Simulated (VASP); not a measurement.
Runs of VASP 6.6.1 on Cr. The structure is that of space group Im-3m (No. 229), or close to it. The cells are those of the table. 

| spin | cell | k mesh | gap on the mesh (eV) | pressure (GPa) |
| --- | --- | --- | --- | --- |
| off | a = 2.484 Å, angles 109.5°, 1 atom | 25 × 25 × 25 | none | -0.4 |
| non-collinear, zero start, SOC | a = 2.484 Å, angles 109.5°, 1 atom | 15 × 15 × 15 | - | -0.4 |
| off | a = 2.517 Å, angles 109.5°, 1 atom | 25 × 25 × 25 | none | -9.1 |
| off | a = 2.416 Å, angles 109.5°, 1 atom | 25 × 25 × 25 | none | (b) |
| off | a = 2.580 Å, angles 109.5°, 1 atom | 25 × 25 × 25 | none | -21.8 |
| off | a = 2.549 Å, angles 109.5°, 1 atom | 25 × 25 × 25 | none | -16.1 |
| off | a = 2.450 Å, angles 109.5°, 1 atom | 25 × 25 × 25 | none | (a) |
| off | a = 2.484 Å, angles 109.5°, 1 atom | 15 × 15 × 15 | none | -0.4 |

Alike in all rows: task single point; level RPBE; potentials or basis VASP PAW PBE potentials, release 64 (Cr_pv); cutoff (eV) 520; smearing fermi-dirac 0.1 eV.

Question: Estimate the missing entries.

Answer: (a) 10.3; (b) 23.6.

Caveats: the PAW data sets were made with another functional, which shifts forces and pressure a little.

A gap of «none» marks levels without a gap at the run's occupations.
